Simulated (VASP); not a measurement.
Runs of VASP 6.6.1 on V. The structure is that of space group Im-3m (No. 229), or close to it. The cells are those of the table. 

```tsv
cell	gap on the mesh (eV)	pressure (GPa)	moment (μB)
a = 2.708 Å, angles 109.5°, 1 atom	none	(b)	0.00
a = 2.601 Å, angles 109.5°, 1 atom	none	-0.7	0.00
a = 2.532 Å, angles 109.5°, 1 atom	none	16.2	0.00
a = 2.687 Å, angles 109.5°, 1 atom	none	(a)	0.00
a = 2.645 Å, angles 109.5°, 1 atom	none	-8.9	0.00
```

Alike in all rows: task single point; level PBE; potentials or basis VASP PAW PBE potentials, release 64 (V_sv); spin collinear, ferromagnetic start; k mesh 11 × 11 × 11; cutoff (eV) 520; smearing fermi-dirac 0.05 eV.

Estimate the missing entries.

(a) -15.3; (b) -17.9.

Caveats: the cell stands under tension (at least some runs); the cell stands under pressure (at least some runs).

A gap of «none» marks levels without a gap at the run's occupations.
